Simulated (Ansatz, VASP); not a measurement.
# One calculation of GaSb, two programs

The input POSCAR:

```
GaSb
1.0
    0.0000000000      3.0658788003      3.0658788003
    3.0658788003      0.0000000000      3.0658788003
    3.0658788003      3.0658788003      0.0000000000
Ga Sb
1 1
Direct
    0.0000000000      0.0000000000      0.0000000000
    0.2500000000      0.2500000000      0.2500000000
```

Contents of INCAR.step1:

```
SYSTEM = GaSb
  PREC = Accurate
  ENCUT = 520
  EDIFF = 1E-5
  ISMEAR = -1
  SIGMA = 0.02
  LREAL = .False.
  LASPH = .True.
  NELM = 100
  ALGO = Normal
  ISIF = 2
  LWAVE = .True.
  LCHARG = .False.
  NBANDS = 16
  GGA = PE
```

File INCAR.step2:

```
SYSTEM = GaSb
  PREC = Accurate
  ENCUT = 520
  EDIFF = 1E-6
  ISMEAR = -1
  SIGMA = 0.02
  LREAL = .False.
  LASPH = .True.
  NELM = 100
  ALGO = Normal
  ISIF = 2
  LWAVE = .False.
  LCHARG = .False.
  GGA = PE
  LHFCALC = .True.
  AEXX = 0.1
  HFSCREEN = 0.1
  PRECFOCK = Normal
  NBANDS = 16
  ISTART = 1
```

KPOINTS

```
regular mesh
0
Gamma
  4 4 4
  0 0 0
```

Input for Ansatz:

```yaml
crystal:
  lattice:
    - [0.0, 3.0658788003, 3.0658788003]
    - [3.0658788003, 0.0, 3.0658788003]
    - [3.0658788003, 3.0658788003, 0.0]
  atoms:
    - { symbol: Ga, position: [0.0, 0.0, 0.0] }
    - { symbol: Sb, position: [0.25, 0.25, 0.25] }
kpoints:
  mp_grid: { grid: [4, 4, 4] }
hamiltonian:
  xc: { exchange: pbe, correlation: pbe, exx: { coeff: 0.1, omega: 0.1 } }
scf:
  occupations: { method: fermi_dirac, width: 0.02 }
  n_extra_bands: 4
output:
  forces: true
  stress: true
  eigenvalues: true
```

Alike in both runs: task single point; functional PBE-based screened hybrid with a share of 0.1 of exact exchange and HFSCREEN = 0.1; k mesh 4 × 4 × 4; occupations fermi-dirac, width 0.02 eV; no spin polarisation.

|  | VASP | Ansatz |
| --- | --- | --- |
| version | VASP 6.6.1 | Ansatz 0.2.0 |
| potentials or method | VASP PAW PBE potentials, release 64 (Ga_d, Sb) | plane waves |
| plane-wave cutoff (eV) | 520 | 420 |
| valence electrons in the cell | 18 | 28 |

```csv
,VASP,Ansatz,Ansatz less VASP
pressure (GPa),1.3,1.3,+0.03
```

VASP's potentials were made for PBE, not for PBE-based screened hybrid. VASP's potentials hold 18 valence electrons a cell and Ansatz's 28, so a difference there can come from the potentials and not from the codes. Ansatz's warnings: stress exchange threshold loose, stress scf threshold loose.

The k mesh is coarse, so the values compare programs but aren't converged. Neither program's run includes spin-orbit coupling.
